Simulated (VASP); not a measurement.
# WC (P-6m2) in VASP: a series of runs

WC is run at these levels: PBE; tasks: single point.

Program: VASP 6.6.1. These are calculated values, not measurements. Logs are shortened: lines on timing, memory, paths and dates and some standing lists are left out, and cuts for length are marked.

**1. The cell of the first run**

Symmetry: P-6m2, No. 187, hexagonal system. The conventional cell has a = 2.901 Å, b = 2.901 Å, c = 2.829 Å, α = 90.00°, β = 90.00°, γ = 120.00°. W (site symmetry -6m2) has 6 C at 2.19 Å and 2 W at 2.83 Å within 2.9 Å. Within 2.9 Å of C (site symmetry -6m2) lie 6 W at 2.19 Å and 2 C at 2.83 Å.

**2. Single point, PBE**

Input file INCAR:

```
SYSTEM = WC
  PREC = Accurate
  ENCUT = 520
  EDIFF = 1E-6
  ISMEAR = 0
  SIGMA = 0.05
  LREAL = .False.
  LASPH = .True.
  NELM = 100
  ALGO = Normal
  ISIF = 2
  LWAVE = .False.
  LCHARG = .True.
  GGA = PE
  LELF = .True.
  LVHAR = .True.
  NBANDS = 16
```

Input file KPOINTS:

```
regular mesh
0
Gamma
  14 14 12
  0 0 0
```

Input file POSCAR:

```
WC
1.0
    2.9005011018      0.0000000000      0.0000000000
   -1.4502505509      2.5119076379      0.0000000000
    0.0000000000      0.0000000000      2.8289996740
W C
1 1
Direct
    0.0000000000      0.0000000000      0.0000000000
    0.6666666667      0.3333333333      0.5000000000
```

Potentials or basis: VASP PAW PBE potentials, release 64 (W_sv, C).

Command:

```
cat potpaw_PBE.64/W_sv/POTCAR potpaw_PBE.64/C/POTCAR > POTCAR
mpirun -np 1 vasp_std > vasp.out
```

OUTCAR:

```text
SYSTEM = WC
   PREC = Accurate
   ENCUT = 520
   EDIFF = 1E-6
   ISMEAR = 0
   LREAL = .False.
   LASPH = .True.
   NELM = 100
   ISIF = 2
   GGA = PE

 ion  position               nearest neighbor table
   1  0.000  0.000  0.000-   2 2.19   2 2.19   2 2.19   2 2.19   2 2.19   2 2.19
   2  0.667  0.333  0.500-   1 2.19   1 2.19   1 2.19   1 2.19   1 2.19   1 2.19

  LATTYP: Found a hexagonal cell.
 ALAT       =     2.9005011018
 C/A-ratio  =     0.9753485948

  Lattice vectors:

 A1 = (   2.9005011018,   0.0000000000,   0.0000000000)
 A2 = (  -1.4502505509,   2.5119076379,   0.0000000000)
 A3 = (   0.0000000000,   0.0000000000,   2.8289996740)

Analysis of symmetry for initial positions (statically):
=====================================================================
 Subroutine PRICEL returns:
 Original cell was already a primitive cell.

 Routine SETGRP: Setting up the symmetry group for a
 hexagonal supercell.

 Subroutine GETGRP returns: Found 12 space group operations
 (whereof 12 operations were pure point group operations)
 out of a pool of 24 trial point group operations.

The static configuration has the point symmetry D_3h.

Analysis of symmetry for dynamics (positions and initial velocities):
=====================================================================
 Subroutine PRICEL returns:
 Original cell was already a primitive cell.

 Routine SETGRP: Setting up the symmetry group for a
 hexagonal supercell.

 Subroutine GETGRP returns: Found 12 space group operations
 (whereof 12 operations were pure point group operations)
 out of a pool of 24 trial point group operations.

The dynamic configuration has the point symmetry D_3h.

 Subroutine INISYM returns: Found 12 space group operations
 (whereof 12 operations are pure point group operations),
 and found     1 'primitive' translations

----------------------------------------------------------------------------------------

                                     Primitive cell

  volume of cell :      20.6115

  direct lattice vectors                    reciprocal lattice vectors
     2.900501102  0.000000000  0.000000000     0.344768012  0.199051905  0.000000000
    -1.450250551  2.511907638  0.000000000     0.000000000  0.398103810  0.000000000
     0.000000000  0.000000000  2.828999674     0.000000000  0.000000000  0.353481836

  length of vectors
     2.900501102  2.900501102  2.828999674     0.398103810  0.398103810  0.353481836

  position of ions in fractional coordinates (direct lattice)
     0.000000000  0.000000000  0.000000000
     0.666666667  0.333333333  0.500000000

  ion indices of the primitive-cell ions
   primitive index   ion index
                 1           1
                 2           2

----------------------------------------------------------------------------------------

 KPOINTS: regular mesh

Automatic generation of k-mesh.
 Grid dimensions read from file:
 generate k-points for:   14   14   12

 Generating k-lattice:

  Cartesian coordinates                     Fractional coordinates (reciprocal lattice)
     0.024626287  0.014217993  0.000000000     0.071428571 -0.000000000  0.000000000
     0.000000000  0.028435986  0.000000000     0.000000000  0.071428571  0.000000000
     0.000000000  0.000000000  0.029456820     0.000000000  0.000000000  0.083333333

  Length of vectors
     0.028435986  0.028435986  0.029456820

  Shift w.r.t. Gamma in fractional coordinates (k-lattice)
     0.000000000  0.000000000  0.000000000

 Subroutine IBZKPT returns following result:
 ===========================================

 Found    168 irreducible k-points:

 Following reciprocal coordinates:
            Coordinates               Weight
  0.000000  0.000000  0.000000      1.000000
  0.071429  0.000000  0.000000      6.000000
  0.142857  0.000000  0.000000      6.000000
  0.214286 -0.000000  0.000000      6.000000
  0.285714 -0.000000  0.000000      6.000000
  0.357143 -0.000000  0.000000      6.000000
[... 16 lines left out ...]
  0.285714  0.285714  0.000000      6.000000
  0.357143  0.285714  0.000000      6.000000
 [... further k-points ...]
   k-points           NKPTS =    168   k-points in BZ     NKDIM =    168   number of bands    NBANDS=     16
   number of dos      NEDOS =    301   number of ions     NIONS =      2
   total plane-waves  NPLWV =  13824
   dimension x,y,z NGX =    24 NGY =   24 NGZ =   24
   dimension x,y,z NGXF=    48 NGYF=   48 NGZF=   48
   ions per type =               1   1
   NGX,Y,Z   is equivalent  to a cutoff of  13.76, 13.76, 14.10 a.u.
   NGXF,Y,Z  is equivalent  to a cutoff of  27.51, 27.51, 28.21 a.u.
 SYSTEM =  WC
   PREC   = accura    normal or accurate (medium, high low for compatibility)
   ISTART =      0    job   : 0-new  1-cont  2-samecut
   ICHARG =      2    charge: 1-file 2-atom 10-const
   ISPIN  =      1    spin polarized calculation?
   LNONCOLLINEAR =      F non collinear calculations
   LSORBIT =      F    spin-orbit coupling
   LASPH  =      T    aspherical Exc in radial PAW
   ENCUT  =  520.0 eV  38.22 Ry    6.18 a.u.   5.39  5.39  5.26*2*pi/ulx,y,z
   NELM   =    100;   NELMIN=  2; NELMDL= -5     # of ELM steps
   EDIFF  = 0.1E-05   stopping-criterion for ELM
   LREAL  =      F    real-space projection
   EDIFFG = 0.1E-04   stopping-criterion for IOM
   NSW    =      0    number of steps for IOM
   IBRION =     -1    ionic relax: 0-MD 1-quasi-New 2-CG
   NFREE  =      0    steps in history (QN), initial steepest desc. (CG)
   ISIF   =      2    stress and relaxation
   ISYM   =      2    0-nonsym 1-usesym 2-fastsym
   POTIM  = 0.5000    time-step for ionic-motion
   TEBEG  =    0.0;   TEEND  =   0.0 temperature during run
   PSTRESS=    0.0 pullay stress
   NELECT =      18.0000    total number of electrons
   NUPDOWN=      -1.0000    fix difference up-down
   EMIN   =  10.00;   EMAX   =-10.00  energy-range for DOS
   EFERMI =   0.00;   METHOD = LEGACY
   ISMEAR =     0;   SIGMA  =   0.05  broadening in eV -4-tet -1-fermi 0-gaus
   EFERMI_NEDOS =   21; number of points for ismear=-14 and -15
   IALGO  =     38    algorithm
   IMIX   =      4    mixing-type and parameters
     AMIX     =   0.40;   BMIX     =  1.00
     AMIX_MAG =   1.60;   BMIX_MAG =  1.00
  volume/ion in A,a.u.               =      10.31        69.55
  Fermi-wavevector in a.u.,A,eV,Ry     =   1.564813  2.957068 33.315769  2.448640
  Thomas-Fermi vector in A             =   2.667381
   LORBIT       =      0    0 simple, 1 ext, 2 COOP (PROOUT), +10 PAW based schemes
   GGA     = PE    functional components
   LHFCALC =     F    Hartree Fock is set to
   AEXX    =    0.0000 exact exchange contribution
   IVDW    =     0    specifies the selected vdW correction
   LEPSILON=     F    determine dielectric tensor
   LRPA    =     F    only Hartree local field effects (RPA)
 non-spin polarized calculation
 Gauss-broadening in eV      SIGMA  =   0.05
  energy-cutoff  :      520.00
  volume of cell :       20.61
 maximum number of plane-waves:       580
 NGX is ok and might be reduce to    24
   NGX = 11   NGY = 11   NGZ = 11

 number of electron      18.0000001 magnetization

 Free energy of the ion-electron system (eV)
  ---------------------------------------------------
  ext. energy  EPLUGINS =         0.00000000
  ---------------------------------------------------
  free energy    TOTEN  =       -22.43453541 eV

  energy without entropy =      -22.43411834  energy(sigma->0) =      -22.43432688

 E-fermi :  11.1485     XC(G=0): -13.8381

 val. band max:       11.1217881345   @ k =   0.0714   0.0000   0.3333
 cond. band min:      11.1584678150   @ k =   0.4286   0.0714   0.5000
 fundamental gap:      0.0366796806
 Fermi energy:        11.1484570140

 k-point     1 :       0.0000    0.0000    0.0000
  band No.  band energies     occupation
      1     -62.8117      2.00000
      2     -26.7905      2.00000
      3     -26.6892      2.00000
      4     -26.6892      2.00000
      5      -3.3280      2.00000
      6       6.8262      2.00000
[... 8 lines left out ...]
     15      25.5933      0.00000
     16      27.9716      0.00000

 k-point     2 :       0.0714    0.0000    0.0000
  band No.  band energies     occupation
      1     -62.8087      2.00000
      2     -26.7849      2.00000
      3     -26.7328      2.00000
      4     -26.6991      2.00000
      5      -3.1926      2.00000
      6       6.8686      2.00000
[... 8 lines left out ...]
     15      25.3061      0.00000
     16      28.2567      0.00000

 k-point     3 :       0.1429    0.0000    0.0000
  band No.  band energies     occupation
      1     -62.8004      2.00000
      2     -26.8534      2.00000
      3     -26.7692      2.00000
      4     -26.7265      2.00000
      5      -2.8038      2.00000
      6       6.6541      2.00000
[... 8 lines left out ...]
     15      24.9542      0.00000
     16      29.0582      0.00000

 k-point     4 :       0.2143   -0.0000    0.0000
  band No.  band energies     occupation
      1     -62.7883      2.00000
      2     -27.0240      2.00000
      3     -26.7659      2.00000
      4     -26.7465      2.00000
      5      -2.2123      2.00000
      6       5.9821      2.00000
[... 8 lines left out ...]
     15      25.0043      0.00000
     16      29.6042      0.00000
[... 324 lines left out ...]
 k-point    22 :       0.3571    0.2143    0.0000
  band No.  band energies     occupation
      1     -62.7470      2.00000
      2     -27.4075      2.00000
      3     -27.0841      2.00000
      4     -26.6678      2.00000
      5       0.5035      2.00000
      6       4.4036      2.00000
[... 8 lines left out ...]
     15      26.0364      0.00000
     16      28.3968      0.00000

 k-point    23 :       0.2857    0.2857    0.0000
  band No.  band energies     occupation
      1     -62.7463      2.00000
      2     -27.3623      2.00000
      3     -27.1425      2.00000
      4     -26.6665      2.00000
      5       0.5756      2.00000
      6       4.5034      2.00000
[... 8 lines left out ...]
     15      26.7273      0.00000
     16      28.0252      0.00000

 k-point    24 :       0.3571    0.2857    0.0000
  band No.  band energies     occupation
      1     -62.7445      2.00000
      2     -27.3370      2.00000
      3     -27.1998      2.00000
      4     -26.6630      2.00000
      5       0.7563      2.00000
      6       4.5335      2.00000
[... 8 lines left out ...]
     15      26.4966      0.00000
     16      27.4994      0.00000

 [... further k-points ...]

------------------------ aborting loop because EDIFF is reached ----------------------------------------

  FORCE on cell =-STRESS in cart. coord.  units (eV):
  Direction    XX          YY          ZZ          XY          YZ          ZX
  --------------------------------------------------------------------------------------
  -------------------------------------------------------------------------------------
  Total        1.1967039      1.1967039      1.3368235      0.0000000     -0.0000000      0.0000000
  in kB       93.0224358     93.0224358    103.9142378      0.0000000     -0.0000000      0.0000000
  external PRESSURE =      96.6530365 kB  Pullay stress =       0.0000000 kB

 VOLUME and BASIS-vectors are now :
 -----------------------------------------------------------------------------
  energy-cutoff  :      520.00
  volume of cell :       20.61
      direct lattice vectors                 reciprocal lattice vectors
     2.900501102  0.000000000  0.000000000     0.344768012  0.199051905  0.000000000
    -1.450250551  2.511907638  0.000000000     0.000000000  0.398103810  0.000000000
     0.000000000  0.000000000  2.828999674     0.000000000  0.000000000  0.353481836

 POSITION                                       TOTAL-FORCE (eV/Angst)
 -----------------------------------------------------------------------------------
      0.00000      0.00000      0.00000         0.000000     -0.000000      0.000000
      1.45025      0.83730      1.41450        -0.000000      0.000000      0.000000
 -----------------------------------------------------------------------------------
    total drift:                                0.000000     -0.000000      0.000000

  FREE ENERGIE OF THE ION-ELECTRON SYSTEM (eV)
  ---------------------------------------------------
  free  energy   TOTEN  =       -22.4345354122 eV

  energy  without entropy=      -22.4341183401  energy(sigma->0) =      -22.43432688
```

Run time: 42 s. Hardware: 1 thread of Intel Xeon Platinum 8259CL at 2.50GHz (Skylake/Cascade Lake), shared host; peak memory 0.18 GiB.

What came out:

- Free energy: -22.4345 eV
- Pressure: 9.7 GPa
- Band gap on the k mesh: zero (band 9 reaches 11.86 eV, above the bottom of band 10 at 10.59 eV)

Stress tensor (GPa, compression positive):
```
 9.30  0.00  0.00
 0.00  9.30  0.00
 0.00  0.00 10.39
```

Caveat: spin-orbit coupling is left out, which moves the levels of the heavy elements.

**3. Single point, PBE**

Edit INCAR of step 2 so:

```diff
@@ -2,3 +2,3 @@
   PREC = Accurate
-  ENCUT = 520
+  ENCUT = 910
   EDIFF = 1E-6
@@ -8,3 +8,3 @@
   LASPH = .True.
-  NELM = 100
+  NELM = 120
   ALGO = Normal
@@ -17 +17,2 @@
   NBANDS = 16
+  GGA_COMPAT = .False.
```

KPOINTS is that of step 2.

POSCAR is that of step 2.

Potentials or basis: VASP PAW PBE potentials, release 64 (W_sv, C_h).

Command:

```
cat potpaw_PBE.64/W_sv/POTCAR potpaw_PBE.64/C_h/POTCAR > POTCAR
mpirun -np 1 vasp_std > vasp.out
```

Wall time 70 s (1 thread of Intel Xeon Platinum 8375C at 2.90GHz (Ice Lake), shared host); peak memory 0.27 GiB.

It converged, with:

- Free energy: -22.4414 eV
- Pressure: 9.5 GPa
- Band gap on the k mesh: zero (band 9 reaches 12.20 eV, above the bottom of band 10 at 10.92 eV)

Stress tensor (GPa, compression positive):
```
 9.16  0.00  0.00
 0.00  9.16  0.00
 0.00  0.00 10.25
```

Levels at points of the mesh, in eV from the Fermi level:
| k point | band 5 | band 6 | band 7 | band 8 | band 9 | band 10 | band 11 | band 12 | band 13 | band 14 |
| --- | --- | --- | --- | --- | --- | --- | --- | --- | --- | --- |
| (0.00, 0.00, 0.00) | -14.48 | -4.32 | -3.34 | -3.34 | 0.12 | 3.30 | 3.30 | 5.69 | 5.69 | 6.45 |
| (0.50, 0.00, 0.00) | -11.11 | -7.04 | -3.61 | -3.57 | -0.45 | 2.40 | 4.60 | 4.95 | 6.93 | 9.75 |
| (0.00, 0.00, 0.50) | -10.41 | -8.67 | -2.01 | -2.01 | -0.56 | -0.56 | 3.74 | 4.57 | 4.57 | 10.04 |
| (0.50, 0.00, 0.50) | -11.32 | -6.47 | -4.33 | -4.18 | 0.33 | 4.50 | 5.39 | 6.73 | 9.28 | 10.27 |

Caveat: the cutoff is under 1.25 times the usual one of these potentials, so pressure, stress and relaxed cells hold a basis-set (Pulay) error; spin-orbit coupling is left out, which moves the levels of the heavy elements.
